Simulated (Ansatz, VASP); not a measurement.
AgI: VASP beside Ansatz

Contents of INCAR:

```
SYSTEM = AgI
  PREC = Accurate
  ENCUT = 500
  EDIFF = 1E-6
  ISMEAR = 0
  SIGMA = 0.01
  LREAL = .FALSE.
  LASPH = .TRUE.
  NELM = 120
  ALGO = Normal
  ISIF = 2
  LWAVE = .FALSE.
  LCHARG = .FALSE.
  GGA = PE
  NBANDS = 26
  GGA_COMPAT = .FALSE.
```

File KPOINTS:

```
regular mesh
0
G
  6 6 4
  0 0 0
```

File POSCAR:

```
AgI
1.0
    4.6858638560      0.0000000000      0.0000000000
   -2.3429319280      4.0580771380      0.0000000000
    0.0000000000      0.0000000000      7.6644528592
Ag I
2 2
Direct
    0.6666666667      0.3333333333      0.6276573194
    0.3333333333      0.6666666667      0.1276573194
    0.6666666667      0.3333333333      0.0023426806
    0.3333333333      0.6666666667      0.5023426806
```

Input for Ansatz:

```yaml
crystal:
  lattice:
    - [4.685863856, 0.0, 0.0]
    - [-2.342931928, 4.058077138, 0.0]
    - [0.0, 0.0, 7.6644528592]
  atoms:
    - { symbol: Ag, position: [0.6666666667, 0.3333333333, 0.6276573194] }
    - { symbol: Ag, position: [0.3333333333, 0.6666666667, 0.1276573194] }
    - { symbol: I, position: [0.6666666667, 0.3333333333, 0.0023426806] }
    - { symbol: I, position: [0.3333333333, 0.6666666667, 0.5023426806] }
kpoints:
  mp_grid: { grid: [6, 6, 4] }
hamiltonian:
  xc: pbe
scf:
  occupations: { method: fixed }
  n_extra_bands: 5
output:
  forces: true
  stress: true
  eigenvalues: true
```

Alike in both runs: task single point; functional PBE; k mesh 6 × 6 × 4; no spin polarisation.

```csv
,VASP,Ansatz
version,VASP 6.6.1,Ansatz 0.2.0
potentials or method,"VASP PAW PBE potentials, release 64 (Ag, I)","plane waves, PAW"
plane-wave cutoff (eV),500,420
occupations,"gaussian, width 0.01 eV",fixed
valence electrons in the cell,36,72
```

|  | VASP | Ansatz | Ansatz less VASP |
| --- | --- | --- | --- |
| gap on the k mesh at the Fermi level (eV) | 1.37 | 1.37 | -0.002 |
| pressure (GPa) | -0.1 | 0.0 | +0.06 |

VASP's potentials hold 36 valence electrons a cell and Ansatz's 72, so a difference there can come from the potentials and not from the codes.

Neither program's run includes spin-orbit coupling.
